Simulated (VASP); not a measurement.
Cu7Si2Ni4Pt7: single point with PBE

Cu7Si2Ni4Pt7:

```xyz
20
Lattice="6.3918 0.0201 0.0956 0.0201 6.3566 0.0266 0.0956 0.0266 6.4557" Properties=species:S:1:pos:R:3 pbc="T T T"
Cu    4.1722    3.9145    4.4991
Cu    4.4575    0.8684    2.9529
Cu    6.0457    5.5986    4.1319
Cu    0.8622    5.0517    2.0437
Cu    1.0285    0.8988    2.8612
Cu    4.5937    4.7674    2.1055
Cu    1.2326    2.2949    0.3354
Pt    5.9112    2.1764    4.5878
Pt    5.8575    0.4532    0.8612
Pt    2.8411    0.2020    1.1072
Pt    2.4504    3.1488    2.4125
Pt    1.4078    3.9492    4.8299
Pt    4.1156    2.6289    0.3793
Pt    2.9471    1.6737    4.6967
Ni    1.3773    6.4834    5.6139
Ni    2.8614    5.5831    3.7016
Ni    4.3536    6.0570    5.6164
Ni    6.0241    4.3759    6.7772
Si    2.6351    4.5164    0.1737
Si    5.9257    2.7558    2.1567
```

```yaml
Program: VASP 6.6.1
Task: single point
Functional: PBE
Potentials_or_basis: VASP PAW PBE potentials, release 64 (Cu, Pt, Ni, Si)
Cutoff: 520 eV
k_mesh: 1 × 1 × 1, shifted
Occupations: fermi-dirac, width 0.05 eV
Spin: no spin polarisation
```

* Pressure: 7.0 GPa
* Largest force: 1.885 eV/Å

Forces on the atoms (eV/Å):
```
Cu   0.343 -0.142  0.083
Cu   0.230  0.117 -0.302
Cu  -0.119 -0.033 -0.041
Cu   0.351 -0.577  0.061
Cu   0.718  0.737  0.367
Cu  -0.360  0.296  0.792
Cu  -0.274 -0.320 -0.051
Pt  -0.076 -0.673  0.225
Pt  -0.143  1.056  0.158
Pt  -0.282  0.908  0.969
Pt  -0.008  0.015  0.580
Pt  -0.137  0.059 -0.146
Pt   0.240 -0.322  0.178
Pt  -0.104 -0.230 -0.143
Ni  -0.720 -1.070 -0.647
Ni  -0.731  1.142 -0.815
Ni   0.040  0.326 -0.008
Ni   0.822 -0.524 -1.613
Si   0.089 -0.639  0.094
Si   0.120 -0.126  0.257
```

Stress tensor (GPa, compression positive):
```
 8.26  2.45 -2.00
 2.45  6.67  5.50
-2.00  5.50  6.10
```

Levels at points of the mesh, in eV from the Fermi level:
| k point | band 96 | band 97 | band 98 | band 99 | band 100 | band 101 |
| --- | --- | --- | --- | --- | --- | --- |
| (0.25, 0.25, 0.25) | -0.32 | -0.09 | -0.03 | 0.19 | 0.27 | 0.42 |

Run time: 3.2 min on 1 thread of Intel(R) Xeon(R) Platinum 8259CL CPU @ 2.50GHz (Skylake/Cascade Lake), on a shared host, peak memory 0.33 GiB.

Caveat: the k points lie up to 0.99 Å⁻¹ apart; spin-orbit coupling is left out, which moves the levels of the heavy elements. Spin polarisation is off, so any magnetic state and its effect on volume and gap are missing.
